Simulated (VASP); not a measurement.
Crystal: LiF (Griceite).

```xyz
2
Lattice="0.0000 2.0273 2.0273 2.0273 0.0000 2.0273 2.0273 2.0273 0.0000" Properties=species:S:1:pos:R:3 pbc="T T T"
F     2.0273    2.0273    2.0273
Li    0.0000    0.0000    0.0000
```

Base run:

| Quantity | Value |
| --- | --- |
| Program | VASP 6.6.1 |
| Functional | r2SCAN |
| Potentials or basis | VASP PAW PBE potentials, release 64 (F, Li_sv) |
| Cutoff | 520 eV |
| k mesh | 11 × 11 × 11 |
| Occupations | fermi-dirac, width 0.05 eV |
| Spin | no spin polarisation |

Its results: band gap on the k mesh 10.07 eV, direct.

Question: The run is repeated on the same cell with these changes: functional from r2SCAN to PBE. What comes out?

Answer: Band gap on the k mesh 8.91 eV, direct.

r2SCAN gives the wider gap, since meta-GGAs in the generalised Kohn-Sham scheme recover part of the derivative discontinuity.

A k mesh can miss the band edges.
